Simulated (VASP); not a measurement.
Runs of VASP 6.6.1 on Al2CdPb4. The structure is that of space group P-3m1 (No. 164), or close to it. The cells are those of the table. 

```csv
task,cell,k mesh,cutoff (eV),smearing,gap on the mesh (eV),pressure (GPa),relaxed volume (Å³/atom),largest force (eV/Å)
single point,"a = 3.885, b = 3.885, c = 15.263 Å, angles 90.0, 90.0, 120.0°, 7 atoms",5 × 5 × 1,520,gaussian 0.2 eV,none,0.0,-,0.02
relaxation of cell and atoms,"relaxed from a = 3.885, b = 3.885, c = 15.263 Å, angles 90.0, 90.0, 120.0°, 7 atoms",12 × 12 × 2,600,gaussian 0.1 eV,none,0.0,(b),0.01
relaxation of cell and atoms,"relaxed from a = 3.601, b = 3.601, c = 14.919 Å, angles 90.0, 90.0, 120.0°, 7 atoms",5 × 5 × 1,600,gaussian 0.2 eV,none,0.0,(a),0.06
single point,"a = 3.611, b = 3.611, c = 17.268 Å, angles 90.0, 90.0, 120.0°, 7 atoms",6 × 6 × 2,520,gaussian 0.2 eV,none,0.2,-,0.05
```

Alike in all rows: level PBE; potentials or basis VASP PAW PBE potentials, release 64 (Al, Cd, Pb_d); no spin polarisation.

Task: Fill in the values left out.

Result: (a) 28.61; (b) 27.86.

Caveats: some runs use coarse meshes; spin-orbit coupling is left out, which moves the levels of the heavy elements; the volume moved by over 15 % at a fixed basis, so the end points are rough (some runs); the relaxation stopped at a loose force limit of 0.08 eV/Å, so its end isn't a converged minimum (some runs).

A k mesh can miss the band edges, and the runs leave out spin-orbit coupling on Cd, Pb.

A gap of «none» marks levels without a gap at the run's occupations.
